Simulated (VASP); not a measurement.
## ZnSe: single point with PBE

Crystal: ZnSe.

```
CELL_PARAMETERS angstrom
0.00000 2.86614 2.86614
2.86614 0.00000 2.86614
2.86614 2.86614 0.00000
ATOMIC_POSITIONS crystal
Zn 0.00000 0.00000 0.00000
Se 0.25000 0.25000 0.25000
```

```json
{"Program": "VASP 6.6.1", "Task": "single point", "Functional": "PBE", "Potentials or basis": "VASP PAW PBE potentials, release 64 (Zn, Se)", "Cutoff": "520 eV", "k mesh": "8 × 8 × 8", "Occupations": "fermi-dirac, width 0.02 eV", "Spin": "no spin polarisation"}
```

```json
{
 "Pressure": "0.2 GPa",
 "Band gap on the k mesh": "1.15 eV, direct"
}
```

Levels at points of the mesh, in eV from the valence-band top:
```tsv
k point	band 6	band 7	band 8	band 9	band 10	band 11	band 12	band 13
(0.00, 0.00, 0.00)	-6.09	0.00	0.00	0.00	1.15	5.81	5.81	5.81
(0.50, 0.00, 0.00)	-5.94	-5.01	-0.82	-0.82	2.48	6.38	6.38	8.48
(0.50, 0.50, 0.00)	-5.92	-4.61	-2.07	-2.07	3.06	3.46	10.50	11.01
```

Wall time 14 s on 1 thread of Intel(R) Xeon(R) 6975P-C (Granite Rapids), with other jobs on the host, peak memory 0.17 GiB.
